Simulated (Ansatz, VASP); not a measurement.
## SiN2: VASP beside Ansatz

Contents of INCAR:

```
SYSTEM = SiN2
  PREC = Accurate
  ENCUT = 600
  EDIFF = 1E-6
  ISMEAR = 0
  SIGMA = 0.02
  LREAL = .FALSE.
  LASPH = .TRUE.
  NELM = 80
  ALGO = Normal
  ISIF = 3
  LWAVE = .FALSE.
  LCHARG = .FALSE.
  GGA = PE
  IBRION = 2
  NSW = 100
  EDIFFG = -0.01
```

Contents of KPOINTS:

```
Automatic mesh
0
G
  12 12 4
  0 0 0
```

File POSCAR:

```
SiN2
1.0
    2.8529982790      0.0000000000      0.0000000000
   -1.4264991395      2.4707689866      0.0000000000
    0.0000000000      0.0000000000     10.0784135251
Si N
2 4
Direct
    0.3333333333      0.6666666667      0.2500000000
    0.6666666667      0.3333333333      0.7500000000
    0.3333333333      0.6666666667      0.6625651688
    0.6666666667      0.3333333333      0.1625651688
    0.3333333333      0.6666666667      0.8374348312
    0.6666666667      0.3333333333      0.3374348312
```

Input for Ansatz:

```yaml
crystal:
  lattice:
    - [2.852998279, 0.0, 0.0]
    - [-1.4264991395, 2.4707689866, 0.0]
    - [0.0, 0.0, 10.0784135251]
  atoms:
    - { symbol: Si, position: [0.3333333333, 0.6666666667, 0.25] }
    - { symbol: Si, position: [0.6666666667, 0.3333333333, 0.75] }
    - { symbol: "N", position: [0.3333333333, 0.6666666667, 0.6625651688] }
    - { symbol: "N", position: [0.6666666667, 0.3333333333, 0.1625651688] }
    - { symbol: "N", position: [0.3333333333, 0.6666666667, 0.8374348312] }
    - { symbol: "N", position: [0.6666666667, 0.3333333333, 0.3374348312] }
basis:
  ecutwfc: 420
kpoints:
  mp_grid: { grid: [12, 12, 4] }
hamiltonian:
  xc: pbe
scf:
  occupations: { method: gaussian, width: 0.02 }
output:
  forces: true
  stress: true
  eigenvalues: true
relax:
  adjacent_minimum: "off"
  f_tol: 0.01
  max_steps: 80
  cell: { stress_tol: 0.05 }
```

Alike in both runs: task relaxation of cell and atoms; functional PBE; k mesh 12 × 12 × 4; occupations gaussian, width 0.02 eV; no spin polarisation.

|  | VASP | Ansatz |
| --- | --- | --- |
| version | VASP 6.6.1 | Ansatz 0.2.0 |
| potentials or method | VASP PAW PBE potentials, release 64 (Si, N), cutoff 600 eV | scalar-relativistic, plane waves, PAW |
| valence electrons in the cell | 28 | 28 |

Ansatz gave:

```
gap on the k mesh at the Fermi level, each at its own relaxed structure (eV) : 0.97
relaxed volume (Å³/atom)                                                     : 12.22
relaxed length of the cell vector where the two differ most in proportion (Å)              : 10.405
```

Q: Estimate VASP's values.

A: gap on the k mesh at the Fermi level, each at its own relaxed structure (eV): 0.89; relaxed volume (Å³/atom): 11.84; relaxed length of the cell vector where the two differ most in proportion (Å): 10.086.
